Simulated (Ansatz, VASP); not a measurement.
## One calculation of HfN, two programs

```xyz
2
Lattice="0.0000 2.2195 2.2590 2.2985 0.0000 2.2590 2.2985 2.2195 0.0000" Properties=species:S:1:pos:R:3 pbc="T T T"
Hf    0.0000    0.0000    0.0000
N     2.2985    2.2195    2.2590
```

Change from the starting cell: strain +0.0175 x Voigt [1, -1, 0, 0, 0, 0], atoms carried along.

Alike in both runs: task single point; functional r2SCAN; k mesh 18 × 18 × 18; occupations gaussian, width 0.15 eV; no spin polarisation.

|  | VASP | Ansatz |
| --- | --- | --- |
| version | VASP 6.6.1 | Ansatz 0.2.0 |
| potentials or method | VASP PAW PBE potentials, release 64 (Hf_pv, N), cutoff 520 eV | scalar-relativistic, plane waves, PAW |
| valence electrons in the cell | 15 | 31 |

|  | VASP | Ansatz | Ansatz less VASP |
| --- | --- | --- | --- |
| gap on the k mesh at the Fermi level (eV) | none | none | - |
| pressure (GPa) | -0.6 | 2.1 | +2.67 |
| traceless stress, the component that is largest in VASP (GPa) | 8.71 | 8.87 | +0.162 |

VASP's potentials were made for PBE, not for r2SCAN. A gap of «none» marks a metal or a gap that the smearing closes. VASP's potentials hold 15 valence electrons a cell and Ansatz's 31, so a difference there can come from the potentials and not from the codes.

Neither program's run includes spin-orbit coupling.
